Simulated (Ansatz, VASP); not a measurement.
# Two plane-wave programs on Cd

```xyz
1
Lattice="0.0000 2.2537 2.2537 2.2537 0.0000 2.2537 2.2537 2.2537 0.0000" Properties=species:S:1:pos:R:3 pbc="T T T"
Cd    0.0000    0.0000    0.0000
```

Alike in both runs: functional PBE; k mesh 16 × 16 × 16; occupations gaussian, width 0.1 eV; no spin polarisation.

Ansatz relaxed the structure, and its values are those at the end. VASP's run is a single point on that final structure, the one shown.

|  | VASP | Ansatz |
| --- | --- | --- |
| version | VASP 6.6.1 | Ansatz 0.2.0 |
| potentials or method | VASP PAW PBE potentials, release 64 (Cd), cutoff 520 eV | scalar-relativistic, plane waves, PAW |
| valence electrons in the cell | 12 | 20 |

VASP gave:

```
gap on the k mesh at the Fermi level (eV) : none
pressure (GPa)                            : 0.3
```

Question: What did Ansatz give for the same quantities?

Answer: gap on the k mesh at the Fermi level (eV): none; pressure (GPa): 0.0.

A gap of «none» marks a metal or a gap that the smearing closes. VASP's potentials hold 12 valence electrons a cell and Ansatz's 20, so a difference there can come from the potentials and not from the codes.
